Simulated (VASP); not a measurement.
**AlN: single point with r2SCAN**

The system is AlN.

```xyz
4
Lattice="3.1110 0.0000 0.0000 -1.5555 2.6942 0.0000 0.0000 0.0000 4.9810" Properties=species:S:1:pos:R:3 pbc="T T T"
Al    0.0000    1.7961    0.0006
Al    1.5555    0.8981    2.4911
N     0.0000    1.7961    1.9021
N     1.5555    0.8981    4.3926
```

```yaml
Program: VASP 6.6.1
Task: single point
Functional: r2SCAN
Potentials_or_basis: VASP PAW PBE potentials, release 64 (Al, N)
Cutoff: 520 eV
k_mesh: 8 × 8 × 5
Occupations: gaussian, width 0.05 eV
Spin: no spin polarisation
```

| Quantity | Value |
| --- | --- |
| Pressure | -1.1 GPa |
| Band gap on the k mesh | 4.89 eV, direct |

Stress tensor (GPa, compression positive):
```
-1.20  0.00  0.00
 0.00 -1.20  0.00
 0.00  0.00 -0.85
```

Levels at points of the mesh, in eV from the valence-band top:
```
           k point  band 6  band 7  band 8  band 9  band 10  band 11
(0.00, 0.00, 0.00)   -0.23   -0.23    0.00    4.89     7.50    11.59
(0.50, 0.00, 0.00)   -2.14   -1.77   -0.71    6.44     6.54     9.02
```

Run time: 2.9 min on 1 thread of AMD EPYC 7R13 (shared host), peak memory 0.14 GiB.

Caveat: the PAW data sets were made with another functional, which shifts forces and pressure a little. r2SCAN opens gaps a little over a GGA but as a rule still falls short of measured ones.
